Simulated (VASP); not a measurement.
## C: single point with PBEsol

Crystal: C.

```
C
1.0
     0.00000    1.91906    1.91906
     1.91906    0.00000    1.91906
     1.91906    1.91906    0.00000
C
2
Direct
  0.50000 0.50000 0.50000
  0.75000 0.75000 0.75000
```

This cell differs from its parent crystal: strain +0.080 along x and y, +0.080 along z.

```
Program             : VASP 6.6.1
Task                : single point
Functional          : PBEsol
Potentials or basis : VASP PAW PBE potentials, release 64 (C)
Cutoff              : 520 eV
k mesh              : 12 × 12 × 12
Occupations         : gaussian, width 0.05 eV
Spin                : no spin polarisation
```

```json
{
  "Pressure": "-67.0 GPa",
  "Band gap on the k mesh": "3.55 eV, indirect (least direct gap 4.94 eV)"
}
```

Levels at points of the mesh, in eV from the valence-band top:
```tsv
k point	band 1	band 2	band 3	band 4	band 5	band 6	band 7	band 8	band 9
(0.00, 0.00, 0.00)	-18.79	0.00	0.00	0.00	4.94	4.94	4.94	8.73	16.37
(0.50, 0.00, 0.00)	-14.11	-11.26	-2.29	-2.29	6.08	7.45	7.45	13.41	18.78
(0.50, 0.50, 0.00)	-11.37	-11.37	-5.12	-5.12	4.12	4.12	13.70	13.70	19.38
```

Run time: 7.2 s on 1 thread of Intel(R) Xeon(R) Platinum 8488C (Sapphire Rapids) (shared host), peak memory 0.12 GiB.

Caveat: the cell differs from its parent crystal (strain +0.080 along x and y, +0.080 along z); the PAW data sets were made with another functional, which shifts forces and pressure a little. A k mesh can miss the band edges.
